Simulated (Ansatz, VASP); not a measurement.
# One calculation of Bi2Te3, two programs

The input INCAR:

```
SYSTEM = Bi2Te3
PREC = Accurate
ENCUT = 520
EDIFF = 1E-7
ISMEAR = -1
SIGMA = 0.1
LREAL = .False.
LASPH = .True.
NELM = 100
ALGO = Normal
ISIF = 2
LWAVE = .False.
LCHARG = .False.
NBANDS = 32
```

KPOINTS

```
Automatic mesh
0
Gamma
  6 6 6
  0 0 0
```

The input POSCAR:

```
Bi2Te3
1.0
    2.2935246448      1.3241669989     10.3296019461
   -2.2935246448      1.3241669989     10.3296019461
    0.0000000000     -2.6483339978     10.3296019461
Bi Te
2 3
Direct
    0.1880000000      0.1880000000      0.1880000000
    0.5980000000      0.5980000000      0.5980000000
    0.3890000000      0.3890000000      0.3890000000
    0.8000000000      0.8000000000      0.8000000000
    0.0000000000      0.0000000000      0.0000000000
```

Input for Ansatz:

```yaml
crystal:
  lattice:
    - [2.2935246447876323, 1.3241669988800202, 10.329601946115403]
    - [-2.2935246447876323, 1.3241669988800202, 10.329601946115403]
    - [0.0, -2.6483339977600404, 10.329601946115403]
  atoms:
    - { symbol: Bi, position: [0.188, 0.188, 0.188] }
    - { symbol: Bi, position: [0.598, 0.598, 0.598] }
    - { symbol: Te, position: [0.389, 0.389, 0.389] }
    - { symbol: Te, position: [0.8, 0.8, 0.8] }
    - { symbol: Te, position: [0.0, 0.0, 0.0] }
basis:
  ecutwfc: 500.0
kpoints:
  mp_grid:
    grid: [6, 6, 6]
hamiltonian:
  xc: lda
scf:
  occupations:
    method: fermi_dirac
    width: 0.1
output:
  stress: true
```

Alike in both runs: task single point; functional LDA; k mesh 6 × 6 × 6; occupations fermi-dirac, width 0.1 eV; no spin polarisation.

|  | VASP | Ansatz |
| --- | --- | --- |
| version | VASP 6.6.1 | Ansatz 0.2.0 |
| potentials or method | VASP PAW LDA potentials, release 64 (Bi_d, Te), cutoff 520 eV | plane waves, PAW |
| valence electrons in the cell | 48 | 78 |

|  | VASP | Ansatz | Ansatz less VASP |
| --- | --- | --- | --- |
| pressure (GPa) | -5.8 | -5.8 | -0.02 |
| traceless stress, the component that is largest in VASP (GPa) | -0.85 | -0.85 | +0.002 |

LDA's correlation is that of Perdew and Zunger in VASP and of Perdew and Wang (1992) in Ansatz. VASP's potentials hold 48 valence electrons a cell and Ansatz's 78, so a difference there can come from the potentials and not from the codes.

Spin-orbit coupling is off throughout.
